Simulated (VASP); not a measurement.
# AgCl: single point with r2SCAN

The system is AgCl.

```
Ag Cl
1.0
     0.00000    2.81475    2.81475
     2.81475    0.00000    2.81475
     2.81475    2.81475    0.00000
Ag Cl
1 1
Direct
  0.50000 0.50000 0.50000
  0.00000 0.00000 0.00000
```

This cell differs from its parent crystal: strain +0.015 along x and y, +0.015 along z.

```yaml
Program: VASP 6.6.1
Task: single point
Functional: r2SCAN
Potentials_or_basis: VASP PAW PBE potentials, release 64 (Ag, Cl)
Cutoff: 520 eV
k_mesh: 8 × 8 × 8
Occupations: gaussian, width 0.05 eV
Spin: no spin polarisation
Dipole_correction: no
Further_INCAR_settings: ALGO = Normal; EDIFF = 1e-07; NBANDS = 16
```

- Pressure: -2.1 GPa
- Band gap on the k mesh: 1.43 eV (least direct gap 3.56 eV)

Levels at points of the mesh, in eV from the valence-band top:
| k point | band 6 | band 7 | band 8 | band 9 | band 10 | band 11 | band 12 | band 13 |
| --- | --- | --- | --- | --- | --- | --- | --- | --- |
| (0.00, 0.00, 0.00) | -2.25 | -2.25 | -2.21 | -2.21 | 1.43 | 11.35 | 11.35 | 11.35 |
| (0.50, 0.00, 0.00) | -1.94 | -1.64 | 0.00 | 0.00 | 4.82 | 6.91 | 8.35 | 8.35 |
| (0.50, 0.50, 0.00) | -2.04 | -1.83 | -1.83 | -1.75 | 3.00 | 8.40 | 9.08 | 12.10 |

It took 48 s on 1 thread of Intel(R) Xeon(R) 6975P-C (Granite Rapids), with other jobs on the host, peak memory 0.18 GiB.

Caveat: the cell differs from its parent crystal (strain +0.015 along x and y, +0.015 along z); the PAW data sets were made with another functional, which shifts forces and pressure a little. A k mesh can miss the band edges.
